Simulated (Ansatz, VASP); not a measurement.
**ZrS: VASP beside Ansatz**

INCAR

```
ALGO = Normal ; EDIFF = 1E-6
ENCUT = 520 ; GGA = PS
ISIF = 2 ; ISMEAR = 0
LASPH = True ; LCHARG = True
LELF = True ; LREAL = False
LVHAR = True ; LWAVE = False
NBANDS = 16 ; NELM = 100
PREC = Accurate ; SIGMA = 0.15
```

The input KPOINTS:

```
k-points
0
Gamma
  16 16 16
```

POSCAR

```
ZrS
1.0
    0.0000000000      2.6250000000      2.6250000000
    2.6250000000      0.0000000000      2.6250000000
    2.6250000000      2.6250000000      0.0000000000
Zr S
1 1
Direct
   -0.0238095238     -0.0238095238      0.0238095238
    0.5000000000      0.5000000000      0.5000000000
```

Input for Ansatz:

```yaml
crystal:
  lattice:
    - [0.0, 2.625, 2.625]
    - [2.625, 0.0, 2.625]
    - [2.625, 2.625, 0.0]
  atoms:
    - { symbol: Zr, position: [-0.0238095238, -0.0238095238, 0.0238095238] }
    - { symbol: S, position: [0.5, 0.5, 0.5] }
basis:
  ecutwfc: 420
kpoints:
  mp_grid: { grid: [16, 16, 16] }
hamiltonian:
  xc: pbesol
scf:
  occupations: { method: gaussian, width: 0.15 }
output:
  forces: true
  stress: true
  eigenvalues: true
  write_density: true
  write_potential: true
  elf: true
  volumetric_format: npy
```

Change from the starting cell: all Zr atoms moved +0.125 Å, as atom 1 towards its neighbour atom 2 (S) at 2.625 Å.

Alike in both runs: task single point; functional PBEsol; k mesh 16 × 16 × 16; occupations gaussian, width 0.15 eV; no spin polarisation.

|  | VASP | Ansatz |
| --- | --- | --- |
| version | VASP 6.6.1 | Ansatz 0.2.0 |
| potentials or method | VASP PAW PBE potentials, release 64 (Zr_sv, S), cutoff 520 eV | scalar-relativistic, plane waves, PAW |
| valence electrons in the cell | 18 | 18 |

VASP gave:

- gap on the k mesh at the Fermi level (eV): none
- pressure (GPa): -5.3
- traceless stress, the component that is largest in VASP (GPa): 2.26
- rms of the force components (eV/Å): 0.363

Task: Which values does Ansatz return?

Result: gap on the k mesh at the Fermi level (eV): none; pressure (GPa): -5.5; traceless stress, the component that is largest in VASP (GPa): 2.24; rms of the force components (eV/Å): 0.358.

VASP's potentials were made for PBE, not for PBEsol. Atom by atom the forces differ by 0.005 eV/Å (rms over components). A gap of «none» marks a metal or a gap that the smearing closes. With one functional, cell and mesh, what is left measures potentials, basis and numerics.
